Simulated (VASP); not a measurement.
A run of VASP 6.6.1 is set up as follows.

File INCAR:

```
PREC = Accurate
ENCUT = 520
EDIFF = 1E-6
ISMEAR = 0
SIGMA = 0.15
LREAL = F
LASPH = T
NELM = 80
ALGO = Fast
ISIF = 2
LWAVE = F
LCHARG = F
GGA = CA
NBANDS = 19
```

Contents of KPOINTS:

```
Automatic mesh
0
Gamma
  18 18 10
```

POSCAR

```
Ti
1.0
    2.9499978604      0.0000000000      0.0000000000
   -1.4749989302      2.5547730882      0.0000000000
    0.0000000000      0.0000000000      4.8265800000
Ti
2
Direct
    0.3333333333      0.6666666667      0.2500000000
    0.6666666667      0.3333333333      0.7500000000
```

Potentials or basis: VASP PAW LDA potentials, release 64 (Ti_sv).

Command:

```sh
$ cat potpaw_LDA.64/Ti_sv/POTCAR > POTCAR
$ mpirun -np 1 vasp_std > vasp.out
```

**Question.** Predict the band gap on the k mesh.

**Answer.** Zero (band 12 reaches 8.25 eV, above the bottom of band 13 at 7.28 eV).

**Question.** What does it give for the pressure?

**Answer.** -12.6 GPa.

Stress tensor (GPa, compression positive):
```
-11.56   0.00   0.00
  0.00 -11.56   0.00
  0.00   0.00 -14.72
```

Caveat: the cell differs from its parent crystal (strain +0.0300 x Voigt [0, 0, 1, 0, 0, 0]).
